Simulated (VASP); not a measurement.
# AgCl (Fm-3m) in VASP: notebook, part 2 of 2

VASP 6.6.1. The steps go on from the part before.

### Step 3. Single point, PBE (strain -0.5%)

The input, INCAR:

```
  PREC = Accurate
  ENCUT = 520
  EDIFF = 1E-7
  ISMEAR = -1
  SIGMA = 0.02
  LREAL = False
  LASPH = True
  NELM = 80
  ALGO = Normal
  ISIF = 2
  LWAVE = False
  LCHARG = False
  GGA = PE
  NBANDS = 16
```

The input, KPOINTS:

```
Automatic mesh
0
Gamma
  8 8 8
```

The input, POSCAR:

```
AgCl
1.0
    0.0000000000      2.7593178950      2.7593178950
    2.7593178950      0.0000000000      2.7593178950
    2.7593178950      2.7593178950      0.0000000000
Ag Cl
1 1
Direct
    0.0000000000      0.0000000000      0.0000000000
    0.5000000000      0.5000000000      0.5000000000
```

Potentials or basis: VASP PAW PBE potentials, release 64 (Ag, Cl).

Run with:

```
$ cat potpaw_PBE.64/Ag/POTCAR potpaw_PBE.64/Cl/POTCAR > POTCAR
$ mpirun -np 1 vasp_std > vasp.out
```

OUTCAR:

```text
PREC = Accurate
   ENCUT = 520
   EDIFF = 1E-7
   ISMEAR = -1
   LREAL = False
   LASPH = True
   NELM = 80
   ISIF = 2
   GGA = PE

 ion  position               nearest neighbor table
   1  0.000  0.000  0.000-   2 2.76   2 2.76   2 2.76   2 2.76   2 2.76   2 2.76
   2  0.500  0.500  0.500-   1 2.76   1 2.76   1 2.76   1 2.76   1 2.76   1 2.76

  LATTYP: Found a face centered cubic cell.
 ALAT       =     5.5186357900

  Lattice vectors:

 A1 = (   0.0000000000,   2.7593178950,   2.7593178950)
 A2 = (   2.7593178950,   0.0000000000,   2.7593178950)
 A3 = (   2.7593178950,   2.7593178950,   0.0000000000)

Analysis of symmetry for initial positions (statically):
=====================================================================
 Subroutine PRICEL returns:
 Original cell was already a primitive cell.

 Routine SETGRP: Setting up the symmetry group for a
 face centered cubic supercell.

 Subroutine GETGRP returns: Found 48 space group operations
 (whereof 48 operations were pure point group operations)
 out of a pool of 48 trial point group operations.

The static configuration has the point symmetry O_h .

Analysis of symmetry for dynamics (positions and initial velocities):
[... 154 lines left out ...]
  ---------------------------------------------------
  free energy    TOTEN  =        -5.38673276 eV

  energy without entropy =       -5.38673276  energy(sigma->0) =       -5.38673276

 E-fermi :   4.4725     XC(G=0): -10.0442

 val. band max:        4.0092008389   @ k =   0.5000   0.0000   0.0000
 cond. band min:       4.9149891163   @ k =   0.0000   0.0000   0.0000
 fundamental gap:      0.9057882774
 Fermi energy:         4.4725127216

 k-point     1 :       0.0000    0.0000    0.0000
  band No.  band energies     occupation
      1     -11.2411      2.00000
      2       1.5088      2.00000
      3       1.5088      2.00000
      4       1.5088      2.00000
      5       1.5507      2.00000
      6       1.5507      2.00000
[... 433 lines left out ...]
      3      -0.1776      2.00000
      4      -0.1295      2.00000
      5       1.8220      2.00000
      6       1.8912      2.00000
[... 8 lines left out ...]
     15      17.5539      0.00000
     16      19.0144      0.00000

 [... further k-points ...]
[... 5 lines left out ...]
  --------------------------------------------------------------------------------------
  -------------------------------------------------------------------------------------
  Total        0.5904626      0.5904626      0.5904626     -0.0000000      0.0000000     -0.0000000
  in kB       22.5147848     22.5147848     22.5147848     -0.0000000      0.0000000     -0.0000000
  external PRESSURE =      22.5147848 kB  Pullay stress =       0.0000000 kB

 VOLUME and BASIS-vectors are now :
 -----------------------------------------------------------------------------
  energy-cutoff  :      520.00
  volume of cell :       42.02
      direct lattice vectors                 reciprocal lattice vectors
     0.000000000  2.759317895  2.759317895    -0.181204203  0.181204203  0.181204203
     2.759317895  0.000000000  2.759317895     0.181204203 -0.181204203  0.181204203
     2.759317895  2.759317895  0.000000000     0.181204203  0.181204203 -0.181204203

 POSITION                                       TOTAL-FORCE (eV/Angst)
 -----------------------------------------------------------------------------------
      0.00000      0.00000      0.00000         0.000000     -0.000000      0.000000
      2.75932      2.75932      2.75932        -0.000000      0.000000     -0.000000
 -----------------------------------------------------------------------------------
    total drift:                               -0.000000      0.000000      0.000000

  FREE ENERGIE OF THE ION-ELECTRON SYSTEM (eV)
  ---------------------------------------------------
  free  energy   TOTEN  =        -5.3867327641 eV

  energy  without entropy=       -5.3867327641  energy(sigma->0) =       -5.38673276
```

Wall time 9.7 s (1 thread of Intel Xeon 6975P-C (Granite Rapids), shared host); peak memory 0.17 GiB.

Results:

| Item | Value |
| --- | --- |
| Free energy | -5.3867 eV |
| Pressure | 2.3 GPa |
| Band gap on the k mesh | 0.91 eV (least direct gap 3.23 eV) |

Levels at points of the mesh, in eV from the valence-band top:
```csv
k point,band 5,band 6,band 7,band 8,band 9,band 10,band 11,band 12,band 13,band 14
"(0.00, 0.00, 0.00)",-2.46,-2.46,-2.39,-2.39,-2.39,0.91,10.85,10.85,10.85,12.36
"(0.50, 0.00, 0.00)",-2.12,-2.12,-1.80,0.00,0.00,4.20,6.62,7.65,7.65,13.64
"(0.50, 0.50, 0.00)",-2.84,-2.26,-2.00,-2.00,-1.90,2.36,8.00,8.68,11.59,11.59
```

Caveat: the cell differs from its parent crystal (strain -0.5%). A k mesh can miss the band edges.

### Step 4. Single point, r2SCAN (strain -0.5%)

POSCAR is that of step 3.

The input, INCAR.step1:

```
PREC = Accurate
ENCUT = 520
ISMEAR = 0
SIGMA = 0.01
LREAL = F
LASPH = T
NELM = 60
NBANDS = 16
GGA = PE
ALGO = Normal
EDIFF = 1E-4
LWAVE = T
LCHARG = F
```

The input, INCAR.step2:

```
PREC = Accurate
ENCUT = 520
EDIFF = 1E-7
ISMEAR = 0
SIGMA = 0.01
LREAL = F
LASPH = T
NELM = 60
ALGO = Normal
ISIF = 2
LWAVE = F
LCHARG = F
METAGGA = R2SCAN
LMIXTAU = T
NBANDS = 16
ISTART = 1
```

The input, KPOINTS:

```
regular mesh
0
Gamma
  8 8 8
```

Run with:

```
$ cat potpaw_PBE.64/Ag/POTCAR potpaw_PBE.64/Cl/POTCAR > POTCAR
$ cp INCAR.step1 INCAR
$ mpirun -np 1 vasp_std > vasp.out
$ cp INCAR.step2 INCAR
$ mpirun -np 1 vasp_std > vasp.out
```

Wall time 47 s (1 thread of Intel Xeon 6975P-C (Granite Rapids), shared host); peak memory 0.18 GiB.

Results (log left out):

```
Free energy            : -28.6417 eV
Pressure               : 0.7 GPa
Band gap on the k mesh : 1.42 eV (least direct gap 3.75 eV)
```

Levels at points of the mesh, in eV from the valence-band top:
| k point | band 6 | band 7 | band 8 | band 9 | band 10 | band 11 | band 12 | band 13 |
| --- | --- | --- | --- | --- | --- | --- | --- | --- |
| (0.00, 0.00, 0.00) | -2.49 | -2.49 | -2.44 | -2.44 | 1.42 | 11.33 | 11.33 | 11.33 |
| (0.50, 0.00, 0.00) | -2.12 | -1.79 | 0.00 | 0.00 | 4.67 | 7.25 | 8.24 | 8.24 |
| (0.50, 0.50, 0.00) | -2.25 | -2.00 | -2.00 | -1.88 | 2.90 | 8.33 | 9.30 | 12.43 |

Caveat: the cell differs from its parent crystal (strain -0.5%); the PAW data sets were made with another functional, which shifts forces and pressure a little.

### Step 5. Single point, r2SCAN

This run uses another cell than the first one, of 21.33 Å³/atom.

The input, POSCAR:

```
AgCl
1.0
    0.0000000000      2.7731838141      2.7731838141
    2.7731838141      0.0000000000      2.7731838141
    2.7731838141      2.7731838141      0.0000000000
Ag Cl
1 1
Direct
    0.0000000000      0.0000000000      0.0000000000
    0.5000000000      0.5000000000      0.5000000000
```

The input, INCAR.step1:

```
PREC     = Accurate       # precision mode
ENCUT    = 520            # plane-wave cutoff, eV
ISMEAR   = 0              # smearing method
SIGMA    = 0.01           # smearing width, eV
LREAL    = False          # projectors in reciprocal space
LASPH    = True           # aspherical terms in the spheres
NELM     = 80             # most SCF steps
NBANDS   = 16             # bands
GGA      = PE             # functional
ALGO     = Normal         # electronic algorithm
EDIFF    = 1E-4           # SCF threshold, eV
LWAVE    = True           # write WAVECAR
LCHARG   = False          # write CHGCAR
```

The input, INCAR.step2:

```
PREC     = Accurate       # precision mode
ENCUT    = 520            # plane-wave cutoff, eV
EDIFF    = 1E-6           # SCF threshold, eV
ISMEAR   = 0              # smearing method
SIGMA    = 0.01           # smearing width, eV
LREAL    = False          # projectors in reciprocal space
LASPH    = True           # aspherical terms in the spheres
NELM     = 80             # most SCF steps
ALGO     = Normal         # electronic algorithm
ISIF     = 2              # what is computed and relaxed
LWAVE    = False          # write WAVECAR
LCHARG   = False          # write CHGCAR
METAGGA  = R2SCAN         # meta-GGA
LMIXTAU  = True         
NBANDS   = 16             # bands
ISTART   = 1
```

KPOINTS is that of step 4.

Run with:

```
$ cat potpaw_PBE.64/Ag/POTCAR potpaw_PBE.64/Cl/POTCAR > POTCAR
$ cp INCAR.step1 INCAR
$ mpirun -np 1 vasp_std > vasp.out
$ cp INCAR.step2 INCAR
$ mpirun -np 1 vasp_std > vasp.out
```

Wall time 39 s (1 thread of Intel Xeon 6975P-C (Granite Rapids), shared host); peak memory 0.18 GiB.

Results (log left out):

* Free energy: -28.6432 eV
* Pressure: -0.1 GPa
* Band gap on the k mesh: 1.42 eV (least direct gap 3.70 eV)

Levels at points of the mesh, in eV from the valence-band top:
```csv
k point,band 6,band 7,band 8,band 9,band 10,band 11,band 12,band 13
"(0.00, 0.00, 0.00)",-2.43,-2.43,-2.38,-2.38,1.42,11.34,11.34,11.34
"(0.50, 0.00, 0.00)",-2.07,-1.75,0.00,0.00,4.71,7.16,8.27,8.27
"(0.50, 0.50, 0.00)",-2.20,-1.95,-1.95,-1.84,2.93,8.35,9.24,12.34
```

Caveat: the PAW data sets were made with another functional, which shifts forces and pressure a little. A k mesh can miss the band edges.

### Step 6. Overview

```tsv
level	cell	k mesh	smearing	grid for exact exchange (PRECFOCK)	share of exact exchange	screening parameter	gap on the mesh (eV)	pressure (GPa)
HSE06	a = 3.902 Å, angles 60.0°, 2 atoms	6 × 6 × 6	gaussian 0.01 eV	Normal	0.25	0.2079 1/Å	2.39	2.0
PBE	a = 3.902 Å, angles 60.0°, 2 atoms	8 × 8 × 8	fermi-dirac 0.02 eV	-	-	-	0.91	2.3
r2SCAN	a = 3.902 Å, angles 60.0°, 2 atoms	8 × 8 × 8	gaussian 0.01 eV	-	-	-	1.42	0.7
r2SCAN	a = 3.922 Å, angles 60.0°, 2 atoms	8 × 8 × 8	gaussian 0.01 eV	-	-	-	1.42	-0.1
```

Alike in all rows: task single point; potentials or basis VASP PAW PBE potentials, release 64 (Ag, Cl); no spin polarisation; cutoff (eV) 520.

Caveats: the PAW data sets were made with another functional, which shifts forces and pressure a little (at least some runs).

Total energies depend on the potentials used, so only differences within one code and one set of settings carry meaning.
